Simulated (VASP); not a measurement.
Here is a VASP 6.6.1 calculation.

File INCAR:

```
SYSTEM = H19NO8
  PREC = Accurate
  ENCUT = 520
  EDIFF = 1E-7
  ISMEAR = -1
  SIGMA = 0.02
  LREAL = Auto
  LASPH = .TRUE.
  NELM = 100
  ALGO = Normal
  ISIF = 2
  LWAVE = .FALSE.
  LCHARG = .FALSE.
  GGA = PE
  IVDW = 12
  NBANDS = 56
```

Contents of KPOINTS:

```
regular mesh
0
G
  1 1 1
  0 0 0
```

POSCAR

```
H19NO8
1.0
    6.3088310000      0.0000000000      0.0000000000
    0.0000000000      6.3088310000      0.0000000000
    0.0000000000      0.0000000000      6.3088310000
O H N
8 19 1
Direct
    0.7360159117      0.6205270041      1.0378309389
    0.2517106576      0.1169313301      0.6397381702
    0.7649594671      0.0382162718      0.1089742299
    1.0194598651      0.8749957005      0.4201253766
    0.3386839812      0.5474706804      0.8879933541
    0.5954351924      0.2985814646      0.4098065077
    0.5024068643      0.7304364311      0.5330623058
    0.8846646867      0.2818271721      0.7701743794
    0.5927564076      0.5748450069      1.0267829333
    0.8225612637      0.5354557762      0.9511904820
    0.3776769421      0.1655932771      0.5514967828
    0.1827121380     -0.0112223643      0.5497848968
    0.8686078292     -0.0373603287      0.2015270341
    0.6962621126     -0.0940110775      0.0547803547
    0.8986609405      0.8730619032      0.5133756159
    1.0584369751      0.7176923902      0.3941142186
    0.3789925582      0.6443349013      0.7704596937
    0.2990411377      0.4075239930      0.8324680119
    0.6886220284      0.2826831151      0.5374371258
    0.6664784649      0.2028902026      0.2986607186
    0.3915305387      0.7172485679      0.4201412274
    0.5921699282      0.6065466011      0.4985392698
    0.8089295782      0.2064566320      0.8833173689
    1.0248491361      0.2210235145      0.7438145038
    0.2115130363      0.4975723712      0.1887195900
    0.1300240885      0.3571343090      0.3831613178
   -0.0374712843      0.4826726219      0.2347344540
    0.1053602482      0.5021532515      0.3099781877
```

Potentials or basis: VASP PAW PBE potentials, release 64 (O, H, N).

The run is started by

```console
$ cat potpaw_PBE.64/O/POTCAR potpaw_PBE.64/H/POTCAR potpaw_PBE.64/N/POTCAR > POTCAR
$ mpirun -np 1 vasp_gam > vasp.out
```

Question: What does it give for the dispersion energy per atom?

Answer: -0.038 eV.

Question: Predict the pressure.

Answer: 0.6 GPa.

Forces on the atoms (eV/Å):
```
O    0.414  1.918  1.690
O    0.505 -0.669 -1.321
O   -0.305 -0.808  0.117
O   -0.036  0.411 -0.124
O   -0.177 -0.208  0.565
O    0.911 -0.689  0.087
O   -0.374 -0.397 -0.959
O   -1.231  1.015 -0.253
H   -1.425 -0.788 -0.544
H    0.870 -1.206 -1.588
H   -0.788 -0.271  0.582
H    0.484  1.726  0.968
H    0.362  0.557  0.058
H    0.146  0.516 -0.046
H   -0.549  0.030  0.441
H    0.116 -0.504 -0.126
H   -0.053 -0.513 -0.265
H    0.194  0.441 -0.292
H   -0.035  0.039 -0.341
H   -0.767  0.524  0.543
H    0.787  0.137  0.914
H   -0.311  0.107 -0.019
H    0.607 -0.545  0.212
H    0.511 -0.430 -0.093
H    0.283  0.341 -0.451
H    0.016  0.586  0.399
H   -0.185  0.212  0.007
N    0.028 -1.532 -0.160
```

Caveat: the k points lie up to 1.00 Å⁻¹ apart, too coarse for converged energies, forces and pressures; the atoms stand as in a frame of molecular dynamics.
